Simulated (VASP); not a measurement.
Runs of VASP 6.6.1 on SnTe. The structure is that of space group Fm-3m (No. 225), or close to it. The cells are those of the table. 

| cell | gap on the mesh (eV) | pressure (GPa) |
| --- | --- | --- |
| a = 4.471 Å, angles 60.0°, 2 atoms | 0.09 | -2.0 |
| a = 4.515 Å, angles 60.0°, 2 atoms | (a) | -3.1 |
| a = 4.380 Å, angles 60.0°, 2 atoms | 0.27 | (b) |
| a = 4.426 Å, angles 60.0°, 2 atoms | (c) | -0.6 |

Alike in all rows: task single point; level LDA; potentials or basis VASP PAW LDA potentials, release 64 (Sn_d, Te); no spin polarisation; k mesh 6 × 6 × 6; cutoff (eV) 500; smearing gaussian 0.01 eV.

Q: Fill in the values left out.

A: (a) 0.01; (b) 1.1; (c) 0.18.

Caveats: spin-orbit coupling is left out, which moves the levels of the heavy elements.

A k mesh can miss the band edges, and the runs leave out spin-orbit coupling on Sn, Te.
